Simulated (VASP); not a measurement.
Crystal: Be3ZnSe4.

```
Be Zn Se
1.0
    -2.61000    2.61000    5.22000
     2.61000   -2.61000    5.22000
     2.61000    2.61000   -5.22000
Be Zn Se
3 1 4
Direct
  0.50000 0.50000 0.00000
  0.75000 0.25000 0.50000
  0.25000 0.75000 0.50000
  0.00000 0.00000 0.00000
  0.13100 0.13100 0.52400
  0.60700 0.60700 0.47600
  0.39300 0.86900 0.00000
  0.86900 0.39300 0.00000
```

| Property | Result |
| --- | --- |
| Program | VASP 6.6.1 |
| Task | relaxation of cell and atoms |
| Functional | PBE |
| Potentials or basis | VASP PAW PBE potentials, release 64 (Be, Zn, Se) |
| Cutoff | 600 eV |
| k mesh | 3 × 3 × 3 |
| Occupations | gaussian, width 0.15 eV |
| Spin | no spin polarisation |

At the start: pressure 4.7 GPa; volume 17.78 Å³/atom.

Task: How do energy, volume and symmetry change on relaxing?

Result: Over 5 steps the energy falls by 18.4 meV/atom and the volume is 18.80 Å³/atom (+5.8 %); space group I-42m (No. 121, to 0.05 Å).

Step by step:
```csv
step,energy change (eV),largest force (eV/Å),pressure (GPa),volume (Å³)
1,0.0000,0.4895,4.67,142.24
2,-0.1344,0.1090,-1.18,153.17
3,-0.1411,0.1656,-0.21,151.08
4,-0.1456,0.0823,-0.06,150.73
5,-0.1470,0.0132,0.05,150.44
```

Final structure:
```xyz
8
Lattice="-2.6622 2.6622 5.3064 2.6622 -2.6622 5.3064 2.6622 2.6622 -5.3064" Properties=species:S:1:pos:R:3 pbc="T T T"
Be    0.0000    0.0000    5.3064
Be    0.0000    2.6622    2.6532
Be    2.6622    0.0000    2.6532
Zn    0.0000    0.0000    0.0000
Se    1.4187    1.4187   -1.3971
Se    1.2435    1.2435    3.9093
Se    1.2435   -1.2435    6.7035
Se   -1.2435    1.2435    6.7035
```

Caveat: the k points lie up to 0.56 Å⁻¹ apart in the final cell; the relaxation stopped at a loose force limit of 0.08 eV/Å, so its end isn't a converged minimum.
